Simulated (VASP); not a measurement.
# CuI (P4/nmm) in VASP: single point with PBEsol

Aim: the single point of CuI with PBEsol.

Everything below comes from runs of VASP 6.6.1. Logs are shortened: lines on timing, memory, paths and dates and some standing lists are left out, and cuts for length are marked.

**1. The cell of the first run**

The structure is tetragonal, space group P4/nmm (No. 129). The conventional cell has a = 4.005 Å, b = 4.005 Å, c = 6.474 Å, α = 90.00°, β = 90.00°, γ = 90.00°. Within 3.5 Å of Cu (site symmetry -4m2) lie 4 I at 2.62 Å and 4 Cu at 2.83 Å. Within 3.5 Å of I (site symmetry 4mm) lie 4 Cu at 2.62 Å.

**2. Single point, PBEsol, non-collinear spin, zero start, spin-orbit coupling**

INCAR

```
PREC = Accurate
ENCUT = 520
EDIFF = 1E-6
ISMEAR = 0
SIGMA = 0.01
LREAL = False
LASPH = True
NELM = 150
ALGO = Normal
ISIF = 2
LWAVE = False
LCHARG = False
LNONCOLLINEAR = True
MAGMOM = 0 0 0 0 0 0 0 0 0 0 0 0
LORBIT = 11
LSORBIT = True
GGA_COMPAT = False
LORBMOM = True
LMAXMIX = 4
GGA = PS
NBANDS = 50
```

KPOINTS

```
regular mesh
0
Gamma
  6 6 4
```

POSCAR

```
CuI
1.0
    4.0054046211      0.0000000000      0.0000000000
    0.0000000000      4.0054046211      0.0000000000
    0.0000000000      0.0000000000      6.4739748528
Cu I
2 2
Direct
    0.0000000000      0.0000000000      0.0000000000
    0.5000000000      0.5000000000      0.0000000000
    0.0000000000      0.5000000000      0.2614660850
    0.5000000000      0.0000000000      0.7385339150
```

Potentials or basis: VASP PAW PBE potentials, release 64 (Cu, I).

Launch:

```bash
cat potpaw_PBE.64/Cu/POTCAR potpaw_PBE.64/I/POTCAR > POTCAR
mpirun -np 1 vasp_ncl > vasp.out
```

OUTCAR:

```text
PREC = Accurate
   ENCUT = 520
   EDIFF = 1E-6
   ISMEAR = 0
   LREAL = False
   LASPH = True
   NELM = 150
   ISIF = 2
   LNONCOLLINEAR = True
   LORBIT = 11
   LSORBIT = True
   GGA = PS

 ion  position               nearest neighbor table
   1  0.000  0.000  0.000-   3 2.62   4 2.62   3 2.62   4 2.62
   2  0.500  0.500  0.000-   3 2.62   4 2.62   4 2.62   3 2.62
   3  0.000  0.500  0.261-   1 2.62   2 2.62   1 2.62   2 2.62
   4  0.500  0.000  0.739-   1 2.62   2 2.62   2 2.62   1 2.62

  LATTYP: Found a simple tetragonal cell.
 ALAT       =     4.0054046211
 C/A-ratio  =     1.6163098277

  Lattice vectors:

 A1 = (   4.0054046211,   0.0000000000,   0.0000000000)
 A2 = (   0.0000000000,   4.0054046211,   0.0000000000)
 A3 = (   0.0000000000,   0.0000000000,   6.4739748528)

Analysis of symmetry for initial positions (statically):
=====================================================================
 Subroutine PRICEL returns:
 Original cell was already a primitive cell.

 Routine SETGRP: Setting up the symmetry group for a
 simple tetragonal supercell.

 Subroutine GETGRP returns: Found 16 space group operations
 (whereof  8 operations were pure point group operations)
 out of a pool of 16 trial point group operations.

The static configuration has the point symmetry D_2d.
 The point group associated with its full space group is D_4h.

Analysis of symmetry for dynamics (positions and initial velocities):
=====================================================================
 Subroutine PRICEL returns:
 Original cell was already a primitive cell.

 Routine SETGRP: Setting up the symmetry group for a
 simple tetragonal supercell.

 Subroutine GETGRP returns: Found 16 space group operations
 (whereof  8 operations were pure point group operations)
 out of a pool of 16 trial point group operations.

The dynamic configuration has the point symmetry D_2d.
 The point group associated with its full space group is D_4h.

Analysis of structural, dynamic, and magnetic symmetry:
=====================================================================
 Subroutine PRICEL returns:
 Original cell was already a primitive cell.

 Routine SETGRP: Setting up the symmetry group for a
 simple tetragonal supercell.

 Subroutine GETGRP returns: Found 16 space group operations
 (whereof  8 operations were pure point group operations)
 out of a pool of 16 trial point group operations.

The overall configuration has the point symmetry D_2d.
 The point group associated with its full space group is D_4h.

 Subroutine INISYM returns: Found 16 space group operations
 (whereof  8 operations are pure point group operations),
 and found     1 'primitive' translations

----------------------------------------------------------------------------------------

                                     Primitive cell

  volume of cell :     103.8637

  direct lattice vectors                    reciprocal lattice vectors
     4.005404621  0.000000000  0.000000000     0.249662667  0.000000000  0.000000000
     0.000000000  4.005404621  0.000000000     0.000000000  0.249662667  0.000000000
     0.000000000  0.000000000  6.473974853     0.000000000  0.000000000  0.154464610

  length of vectors
     4.005404621  4.005404621  6.473974853     0.249662667  0.249662667  0.154464610

  position of ions in fractional coordinates (direct lattice)
     0.000000000  0.000000000  0.000000000
     0.500000000  0.500000000  0.000000000
     0.000000000  0.500000000  0.261466085
     0.500000000  0.000000000  0.738533915

  ion indices of the primitive-cell ions
   primitive index   ion index
                 1           1
                 2           2
                 3           3
                 4           4

[... 115 lines left out ...]
 number of electron      36.0000024 magnetization       0.0000000     -0.0000000      0.0000000

 Free energy of the ion-electron system (eV)
  ---------------------------------------------------
  ext. energy  EPLUGINS =         0.00000000
  ---------------------------------------------------
  free energy    TOTEN  =       -12.91204531 eV

  energy without entropy =      -12.91204531  energy(sigma->0) =      -12.91204531

 E-fermi :   5.1453     XC(G=0):  -9.4375

 val. band max:        5.0990657398   @ k =   0.0000   0.0000   0.0000
 cond. band min:       6.4139143985   @ k =   0.0000   0.0000   0.0000
 fundamental gap:      1.3148486588
 Fermi energy:         5.1453455199

 k-point     1 :       0.0000    0.0000    0.0000
  band No.  band energies     occupation
      1      -9.2882      1.00000
      2      -9.2882      1.00000
      3      -8.5149      1.00000
      4      -8.5149      1.00000
      5      -1.3040      1.00000
      6      -1.3040      1.00000
[... 1213 lines left out ...]
     47      10.9059      0.00000
     48      10.9059      0.00000

 [... further k-points ...]

 [bands above 48 left out]

------------------------ aborting loop because EDIFF is reached ----------------------------------------

  FORCE on cell =-STRESS in cart. coord.  units (eV):
  Direction    XX          YY          ZZ          XY          YZ          ZX
  --------------------------------------------------------------------------------------
  -------------------------------------------------------------------------------------
  Total        0.1293631      0.1293631      0.1568720      0.0000000      0.0000000      0.0000000
  in kB        1.9955257      1.9955257      2.4198710      0.0000000      0.0000000      0.0000000
  external PRESSURE =       2.1369741 kB  Pullay stress =       0.0000000 kB

 VOLUME and BASIS-vectors are now :
 -----------------------------------------------------------------------------
  energy-cutoff  :      520.00
  volume of cell :      103.86
      direct lattice vectors                 reciprocal lattice vectors
     4.005404621  0.000000000  0.000000000     0.249662667  0.000000000  0.000000000
     0.000000000  4.005404621  0.000000000     0.000000000  0.249662667  0.000000000
     0.000000000  0.000000000  6.473974853     0.000000000  0.000000000  0.154464610

 POSITION                                       TOTAL-FORCE (eV/Angst)
 -----------------------------------------------------------------------------------
      0.00000      0.00000      0.00000         0.000000     -0.000000      0.000000
      2.00270      2.00270      0.00000         0.000000      0.000000      0.000000
      0.00000      2.00270      1.69272         0.000000      0.000000      0.051217
      2.00270      0.00000      4.78125         0.000000      0.000000     -0.051217
 -----------------------------------------------------------------------------------
    total drift:                                0.000000      0.000000      0.000000

  FREE ENERGIE OF THE ION-ELECTRON SYSTEM (eV)
  ---------------------------------------------------
  free  energy   TOTEN  =       -12.9120453063 eV

  energy  without entropy=      -12.9120453063  energy(sigma->0) =      -12.91204531

 orbital moment (x)

 # of ion     p       d       tot
 ----------------------------------------
  1         0.000   0.000   0.000
  2         0.000   0.000   0.000
  3         0.000   0.000   0.000
  4         0.000  -0.000   0.000
 ----------------------------------------
            0.000   0.000   0.000

 orbital moment (y)

 # of ion     p       d       tot
 ----------------------------------------
  1        -0.000   0.000   0.000
  2        -0.000   0.000   0.000
  3         0.000   0.000   0.000
  4         0.000   0.000   0.000
 ----------------------------------------
            0.000   0.000   0.000

 orbital moment (z)

 # of ion     p       d       tot
 ----------------------------------------
  1         0.000  -0.000  -0.000
  2         0.000  -0.000  -0.000
  3         0.000   0.000   0.000
  4         0.000   0.000   0.000
 ----------------------------------------
            0.000  -0.000  -0.000

 Spin-Orbit-Coupling matrix elements

 Ion:    1  E_soc:     -0.0108240
 l=   1
     0.0000000    -0.0004447    -0.0004787
    -0.0004447     0.0000000    -0.0004447
    -0.0004787    -0.0004447     0.0000000
 l=   2
     0.0000000    -0.0002348     0.0000000    -0.0002348    -0.0011149
    -0.0002348     0.0000000    -0.0007361    -0.0003677    -0.0003098
     0.0000000    -0.0007361     0.0000000    -0.0007361     0.0000000
    -0.0002348    -0.0003677    -0.0007361     0.0000000    -0.0003098
    -0.0011149    -0.0003098     0.0000000    -0.0003098     0.0000000
 l=   3
     0.0000000     0.0000000     0.0000000     0.0000000     0.0000000     0.0000000     0.0000000
     0.0000000     0.0000000     0.0000000     0.0000000     0.0000000     0.0000000     0.0000000
     0.0000000     0.0000000     0.0000000     0.0000000     0.0000000     0.0000000     0.0000000
     0.0000000     0.0000000     0.0000000     0.0000000     0.0000000     0.0000000     0.0000000
[... 49 lines left out ...]
 l=   2
     0.0000000    -0.0000218     0.0000000    -0.0000218    -0.0000948
    -0.0000218     0.0000000    -0.0000668    -0.0000198    -0.0000373
     0.0000000    -0.0000668     0.0000000    -0.0000668     0.0000000
    -0.0000218    -0.0000198    -0.0000668     0.0000000    -0.0000373
    -0.0000948    -0.0000373     0.0000000    -0.0000373     0.0000000
 l=   3
     0.0000000     0.0000000     0.0000000     0.0000000     0.0000000     0.0000000     0.0000000
     0.0000000     0.0000000     0.0000000     0.0000000     0.0000000     0.0000000     0.0000000
     0.0000000     0.0000000     0.0000000     0.0000000     0.0000000     0.0000000     0.0000000
     0.0000000     0.0000000     0.0000000     0.0000000     0.0000000     0.0000000     0.0000000
     0.0000000     0.0000000     0.0000000     0.0000000     0.0000000     0.0000000     0.0000000
     0.0000000     0.0000000     0.0000000     0.0000000     0.0000000     0.0000000     0.0000000
     0.0000000     0.0000000     0.0000000     0.0000000     0.0000000     0.0000000     0.0000000

 total charge

# of ion       s       p       d       tot
------------------------------------------
    1        0.334   0.308   9.311   9.953
    2        0.334   0.308   9.311   9.953
    3        1.504   2.735   0.056   4.296
    4        1.504   2.735   0.056   4.296
--------------------------------------------------
tot          3.676   6.087  18.733  28.496

 magnetization (x)

# of ion       s       p       d       tot
------------------------------------------
    1        0.000   0.000   0.000   0.000
    2        0.000   0.000   0.000   0.000
    3        0.000   0.000   0.000   0.000
    4        0.000   0.000   0.000   0.000
--------------------------------------------------
tot          0.000   0.000   0.000   0.000

 magnetization (y)

# of ion       s       p       d       tot
------------------------------------------
    1        0.000   0.000  -0.000   0.000
    2        0.000   0.000  -0.000  -0.000
    3        0.000   0.000   0.000   0.000
    4        0.000   0.000   0.000   0.000
--------------------------------------------------
tot          0.000   0.000  -0.000   0.000

 magnetization (z)

# of ion       s       p       d       tot
------------------------------------------
    1       -0.000  -0.000  -0.000  -0.000
    2        0.000   0.000   0.000   0.000
    3        0.000   0.000   0.000   0.000
    4        0.000   0.000   0.000   0.000
--------------------------------------------------
tot          0.000   0.000  -0.000  -0.000
```

Wall time 5.4 min (1 thread of Intel Xeon Platinum 8259CL at 2.50GHz (Skylake/Cascade Lake), shared host); peak memory 0.5 GiB.

Results:

```
Free energy                                           : -12.9120 eV
Pressure                                              : 0.2 GPa
Largest force                                         : 0.051 eV/Å
Net moment                                            : 0.00 μB per cell
Valence electrons inside the program's atomic spheres : Cu 9.95; I 4.30
```

Forces on the atoms (eV/Å):
```
Cu   0.000  0.000  0.000
Cu   0.000  0.000  0.000
I    0.000  0.000  0.051
I    0.000  0.000 -0.051
```

Moments on the atoms (μB; x, y, z):
```
Cu  0.00 0.00 0.00
Cu  0.00 0.00 0.00
I   0.00 0.00 0.00
I   0.00 0.00 0.00
```

Caveat: the PAW data sets were made with another functional, which shifts forces and pressure a little; this functional lacks dispersion, which binds layers or chains, so the pressure and a relaxed spacing across them are unreliable.
